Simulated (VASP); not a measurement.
Input of a VASP 6.6.1 run:

The input INCAR:

```
SYSTEM = GaGe3
ALGO     = Normal         ! electronic algorithm
EDIFF    = 1E-7           ! SCF threshold, eV
ENCUT    = 520            ! plane-wave cutoff, eV
ISIF     = 2              ! what is computed and relaxed
ISMEAR   = -1             ! smearing method
LASPH    = .TRUE.         ! aspherical terms in the spheres
LCHARG   = .FALSE.        ! write CHGCAR
LREAL    = .FALSE.        ! projectors in reciprocal space
LWAVE    = .FALSE.        ! write WAVECAR
NBANDS   = 36             ! bands
NELM     = 80             ! most SCF steps
PREC     = Accurate       ! precision mode
SIGMA    = 0.05           ! smearing width, eV
```

The input KPOINTS:

```
k-points
0
G
  7 7 7
  0 0 0
```

POSCAR

```
GaGe3
1.0
    0.0000000000      3.3644336506      3.3644336506
    3.3644336506      0.0000000000      3.3644336506
    3.3644336506      3.3644336506      0.0000000000
Ge Ga
3 1
Direct
    0.5000000000      0.5000000000      0.5000000000
    0.7500000000      0.7500000000      0.7500000000
    0.2500000000      0.2500000000      0.2500000000
    0.0000000000      0.0000000000      0.0000000000
```

Potentials or basis: VASP PAW LDA potentials, release 64 (Ge_d, Ga_d).

Launch:

```bash
$ cat potpaw_LDA.64/Ge_d/POTCAR potpaw_LDA.64/Ga_d/POTCAR > POTCAR
$ mpirun -np 1 vasp_std > vasp.out
```

(1) What does it give for the pressure?

Results:

(1) -4.3 GPa.
